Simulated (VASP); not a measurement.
# B3Pt (P-3m1) in VASP: notebook

B3Pt is run at these levels: PBE; tasks: single point.

Everything below comes from runs of VASP 6.6.1. Logs are shortened: lines on timing, memory, paths and dates and some standing lists are left out, and cuts for length are marked.

### Step 1. The cell of the first run

It takes space group P-3m1 (No. 164, trigonal). Conventional cell: a = 2.928 Å, b = 2.928 Å, c = 4.668 Å, α = 90.00°, β = 90.00°, γ = 120.00°. Within 2.4 Å of B (site symmetry 3m) lie 6 B at 1.81 to 2.13 Å and 3 Pt at 2.39 Å. B (site symmetry -3m) has 6 B at 1.81 Å and 2 Pt at 2.33 Å within 2.4 Å. Within 3.1 Å of Pt (site symmetry -3m) lie 8 B at 2.33 to 2.39 Å and 6 Pt at 2.93 Å.

The cell was generated, and may not be a known phase.

### Step 2. Single point, PBE

File INCAR:

```
PREC = Accurate
ENCUT = 520
EDIFF = 1E-6
ISMEAR = 0
SIGMA = 0.1
LREAL = False
LASPH = True
NELM = 80
ALGO = Normal
ISIF = 2
LWAVE = False
LCHARG = False
GGA = PE
NBANDS = 18
```

File KPOINTS:

```
Automatic mesh
0
Gamma
  6 6 4
```

File POSCAR:

```
B3Pt
1.0
    2.9275794820      0.0000000000      0.0000000000
   -1.4637897410      2.5353582030      0.0000000000
    0.0000000000      0.0000000000      4.6677090327
B Pt
3 1
Direct
    0.6666666667      0.3333333333      0.6386646802
    0.3333333333      0.6666666667      0.3613353198
    0.0000000000      0.0000000000      0.5000000000
    0.0000000000      0.0000000000      0.0000000000
```

Potentials or basis: VASP PAW PBE potentials, release 64 (B, Pt).

The run is started by

```bash
> cat potpaw_PBE.64/B/POTCAR potpaw_PBE.64/Pt/POTCAR > POTCAR
> mpirun -np 1 vasp_std > vasp.out
```

OUTCAR:

```text
PREC = Accurate
   ENCUT = 520
   EDIFF = 1E-6
   ISMEAR = 0
   LREAL = False
   LASPH = True
   NELM = 80
   ISIF = 2
   GGA = PE

 ion  position               nearest neighbor table
   1  0.667  0.333  0.639-   3 1.81   3 1.81   3 1.81   2 2.13   2 2.13   2 2.13   4 2.39   4 2.39
                             4 2.39
   2  0.333  0.667  0.361-   3 1.81   3 1.81   3 1.81   1 2.13   1 2.13   1 2.13   4 2.39   4 2.39
                             4 2.39
   3  0.000  0.000  0.500-   1 1.81   2 1.81   2 1.81   1 1.81   1 1.81   2 1.81   4 2.33   4 2.33

   4  0.000  0.000  0.000-   3 2.33   3 2.33   1 2.39   2 2.39   2 2.39   1 2.39   1 2.39   2 2.39

  LATTYP: Found a hexagonal cell.
 ALAT       =     2.9275794820
 C/A-ratio  =     1.5943919068

  Lattice vectors:

 A1 = (   2.9275794820,   0.0000000000,   0.0000000000)
 A2 = (  -1.4637897410,   2.5353582030,   0.0000000000)
 A3 = (   0.0000000000,   0.0000000000,   4.6677090327)

Analysis of symmetry for initial positions (statically):
=====================================================================
 Subroutine PRICEL returns:
 Original cell was already a primitive cell.

 Routine SETGRP: Setting up the symmetry group for a
 hexagonal supercell.

 Subroutine GETGRP returns: Found 12 space group operations
 (whereof 12 operations were pure point group operations)
 out of a pool of 24 trial point group operations.

The static configuration has the point symmetry D_3d.

Analysis of symmetry for dynamics (positions and initial velocities):
=====================================================================
 Subroutine PRICEL returns:
 Original cell was already a primitive cell.

 Routine SETGRP: Setting up the symmetry group for a
 hexagonal supercell.

 Subroutine GETGRP returns: Found 12 space group operations
 (whereof 12 operations were pure point group operations)
 out of a pool of 24 trial point group operations.

The dynamic configuration has the point symmetry D_3d.

 Subroutine INISYM returns: Found 12 space group operations
 (whereof 12 operations are pure point group operations),
 and found     1 'primitive' translations

----------------------------------------------------------------------------------------

                                     Primitive cell

  volume of cell :      34.6459

  direct lattice vectors                    reciprocal lattice vectors
     2.927579482  0.000000000  0.000000000     0.341579112  0.197210792  0.000000000
    -1.463789741  2.535358203  0.000000000     0.000000000  0.394421585  0.000000000
[... 91 lines left out ...]
   NSW    =      0    number of steps for IOM
   IBRION =     -1    ionic relax: 0-MD 1-quasi-New 2-CG
   NFREE  =      0    steps in history (QN), initial steepest desc. (CG)
   ISIF   =      2    stress and relaxation
   ISYM   =      2    0-nonsym 1-usesym 2-fastsym
   POTIM  = 0.5000    time-step for ionic-motion
   TEBEG  =    0.0;   TEEND  =   0.0 temperature during run
   PSTRESS=    0.0 pullay stress
   NELECT =      19.0000    total number of electrons
   NUPDOWN=      -1.0000    fix difference up-down
   EMIN   =  10.00;   EMAX   =-10.00  energy-range for DOS
   EFERMI =   0.00;   METHOD = LEGACY
   ISMEAR =     0;   SIGMA  =   0.10  broadening in eV -4-tet -1-fermi 0-gaus
   EFERMI_NEDOS =   21; number of points for ismear=-14 and -15
   IALGO  =     38    algorithm
   IMIX   =      4    mixing-type and parameters
     AMIX     =   0.40;   BMIX     =  1.00
     AMIX_MAG =   1.60;   BMIX_MAG =  1.00
  volume/ion in A,a.u.               =       8.66        58.45
  Fermi-wavevector in a.u.,A,eV,Ry     =   1.340012  2.532256 24.431068  1.795633
  Thomas-Fermi vector in A             =   2.468359
   LORBIT       =      0    0 simple, 1 ext, 2 COOP (PROOUT), +10 PAW based schemes
   GGA     = PE    functional components
   LHFCALC =     F    Hartree Fock is set to
   AEXX    =    0.0000 exact exchange contribution
   IVDW    =     0    specifies the selected vdW correction
   LEPSILON=     F    determine dielectric tensor
   LRPA    =     F    only Hartree local field effects (RPA)
 non-spin polarized calculation
 Gauss-broadening in eV      SIGMA  =   0.10
  energy-cutoff  :      520.00
  volume of cell :       34.65
 maximum number of plane-waves:       965
 NGX is ok and might be reduce to    24
   NGX = 11   NGY = 11   NGZ = 17

 number of electron      18.9999999 magnetization

 Free energy of the ion-electron system (eV)
  ---------------------------------------------------
  ext. energy  EPLUGINS =         0.00000000
  ---------------------------------------------------
  free energy    TOTEN  =       -25.27896358 eV

  energy without entropy =      -25.27074122  energy(sigma->0) =      -25.27485240

 E-fermi :  10.0307     XC(G=0): -12.8507

 val. band max:        9.9794495959   @ k =   0.3333   0.1667   0.0000
 cond. band min:      10.0444338169   @ k =   0.0000   0.3333   0.2500
 fundamental gap:      0.0649842210
 Fermi energy:        10.0307330789

 k-point     1 :       0.0000    0.0000    0.0000
  band No.  band energies     occupation
      1      -6.1912      2.00000
      2       1.5829      2.00000
      3       1.6927      2.00000
      4       5.7346      2.00000
      5       5.7346      2.00000
      6       6.2942      2.00000
[... 481 lines left out ...]
      5       4.1870      2.00000
      6       4.1870      2.00000
[... 10 lines left out ...]
     17      20.5552      0.00000
     18      21.6552      0.00000

------------------------ aborting loop because EDIFF is reached ----------------------------------------

  FORCE on cell =-STRESS in cart. coord.  units (eV):
  Direction    XX          YY          ZZ          XY          YZ          ZX
  --------------------------------------------------------------------------------------
  -------------------------------------------------------------------------------------
  Total       -0.1150833     -0.1150833     -0.0032027      0.0000000      0.0000000      0.0000000
  in kB       -5.3219535     -5.3219535     -0.1481087      0.0000000      0.0000000      0.0000000
  external PRESSURE =      -3.5973386 kB  Pullay stress =       0.0000000 kB

 VOLUME and BASIS-vectors are now :
 -----------------------------------------------------------------------------
  energy-cutoff  :      520.00
  volume of cell :       34.65
      direct lattice vectors                 reciprocal lattice vectors
     2.927579482  0.000000000  0.000000000     0.341579112  0.197210792  0.000000000
    -1.463789741  2.535358203  0.000000000     0.000000000  0.394421585  0.000000000
     0.000000000  0.000000000  4.667709033     0.000000000  0.000000000  0.214237861

 POSITION                                       TOTAL-FORCE (eV/Angst)
 -----------------------------------------------------------------------------------
      1.46379      0.84512      2.98110         0.000000     -0.000000      0.021057
     -0.00000      1.69024      1.68661        -0.000000      0.000000     -0.021057
      0.00000      0.00000      2.33385         0.000000      0.000000      0.000000
      0.00000      0.00000      0.00000         0.000000      0.000000      0.000000
 -----------------------------------------------------------------------------------
    total drift:                                0.000000      0.000000      0.000000

  FREE ENERGIE OF THE ION-ELECTRON SYSTEM (eV)
  ---------------------------------------------------
  free  energy   TOTEN  =       -25.2789635836 eV

  energy  without entropy=      -25.2707412152  energy(sigma->0) =      -25.27485240
```

OSZICAR:

```text
N       E                     dE             d eps       ncg     rms          rms(c)
DAV:   1     0.625104859956E+02    0.62510E+02   -0.90182E+03   880   0.959E+02
DAV:   2    -0.264990530614E+02   -0.89010E+02   -0.83169E+02  1094   0.210E+02
DAV:   3    -0.290931433464E+02   -0.25941E+01   -0.25554E+01  1050   0.327E+01
DAV:   4    -0.291068223043E+02   -0.13679E-01   -0.13672E-01  1026   0.247E+00
DAV:   5    -0.291069085871E+02   -0.86283E-04   -0.86244E-04  1014   0.205E-01    0.186E+01
DAV:   6    -0.276863674078E+02    0.14205E+01   -0.43847E+01  1044   0.408E+01    0.184E+01
DAV:   7    -0.254375442064E+02    0.22488E+01   -0.43313E+00  1010   0.216E+01    0.626E+00
DAV:   8    -0.253008668289E+02    0.13668E+00   -0.90462E-01  1070   0.835E+00    0.269E+00
DAV:   9    -0.252826667579E+02    0.18200E-01   -0.64934E-02   990   0.229E+00    0.447E-01
DAV:  10    -0.252789625791E+02    0.37042E-02   -0.10140E-02  1056   0.885E-01    0.138E-01
DAV:  11    -0.252789777151E+02   -0.15136E-04   -0.10897E-03  1030   0.240E-01    0.690E-02
DAV:  12    -0.252789656082E+02    0.12107E-04   -0.27998E-05  1002   0.372E-02    0.273E-02
DAV:  13    -0.252789639951E+02    0.16131E-05   -0.13195E-05  1008   0.256E-02    0.490E-03
DAV:  14    -0.252789635836E+02    0.41148E-06   -0.16423E-06   784   0.904E-03
   1 F= -.25278964E+02 E0= -.25274852E+02  d E =-.822237E-02
```

Wall time 11 s (1 thread of Intel Xeon Platinum 8488C (Sapphire Rapids), shared host); peak memory 0.15 GiB.

What came out:

```
Free energy            : -25.2790 eV
Pressure               : -0.4 GPa
Largest force          : 0.021 eV/Å
Band gap on the k mesh : zero (an odd number of electrons rules out a gap without spin polarisation)
```

Forces in eV/Å, atoms in the order of the input:
```
B    0.000  0.000  0.021
B    0.000  0.000 -0.021
B    0.000  0.000  0.000
Pt   0.000  0.000  0.000
```

Caveat: the k points lie up to 0.41 Å⁻¹ apart, too coarse for converged energies and pressures of a metal; spin-orbit coupling is left out, which moves the levels of the heavy elements; an odd number of electrons without spin polarisation forces a metal; a magnetic or distorted state may lie lower.

### Step 3. Single point, PBE

This run uses another cell than the first one, of 9.25 Å³/atom.

File INCAR:

```
PREC = Accurate ; ENCUT = 520
EDIFF = 1E-6 ; ISMEAR = 0
SIGMA = 0.1 ; LREAL = F
LASPH = T ; NELM = 100
ALGO = Normal ; ISIF = 2
LWAVE = F ; LCHARG = F
GGA = PE ; NBANDS = 18
```

KPOINTS is that of step 2.

File POSCAR:

```
B3Pt
1.0
    2.5351967600      0.0000000000      0.0000000000
   -1.2675983800      2.1955448000      0.0000000000
    0.0000000000      0.0000000000      6.6457751700
B Pt
3 1
Direct
    0.6666666700      0.3333333300      0.7098112200
    0.3333333300      0.6666666700      0.2901887800
    0.0000000000      0.0000000000      0.5000000000
    0.0000000000      0.0000000000      0.0000000000
```

Potentials or basis: VASP PAW PBE potentials, release 64 (B, Pt).

The run is started by

```bash
> cat potpaw_PBE.64/B/POTCAR potpaw_PBE.64/Pt/POTCAR > POTCAR
> mpirun -np 1 vasp_std > vasp.out
```

Wall time 15 s (1 thread of Intel Xeon Platinum 8488C (Sapphire Rapids), shared host); peak memory 0.16 GiB.

It converged, with:

* Free energy: -21.6190 eV
* Pressure: 3.5 GPa
* Largest force: 0.980 eV/Å
* Band gap on the k mesh: zero (an odd number of electrons rules out a gap without spin polarisation)

Forces on the atoms (eV/Å):
```
B    0.000  0.000 -0.980
B    0.000  0.000  0.980
B    0.000  0.000  0.000
Pt   0.000  0.000  0.000
```

Stress tensor (GPa, compression positive):
```
 19.27   0.00   0.00
  0.00  19.27   0.00
  0.00   0.00 -27.98
```

Levels at points of the mesh, in eV from the Fermi level:
```
           k point  band 7  band 8  band 9  band 10  band 11  band 12
(0.00, 0.00, 0.00)   -3.45   -1.90   -1.90     4.14     5.61     5.61
(0.50, 0.00, 0.00)   -3.34   -3.21   -1.38     0.27     1.56     3.46
(0.00, 0.00, 0.50)   -4.95   -1.90   -1.90     5.81     5.81     6.95
(0.50, 0.00, 0.50)   -3.24   -1.46   -0.68     0.26     2.00     2.46
```

Caveat: the k points lie up to 0.48 Å⁻¹ apart, too coarse for converged energies and pressures of a metal; spin-orbit coupling is left out, which moves the levels of the heavy elements; an odd number of electrons without spin polarisation forces a metal; a magnetic or distorted state may lie lower.

The gap in the log of VASP goes by the Fermi energy; the results here count the filled bands.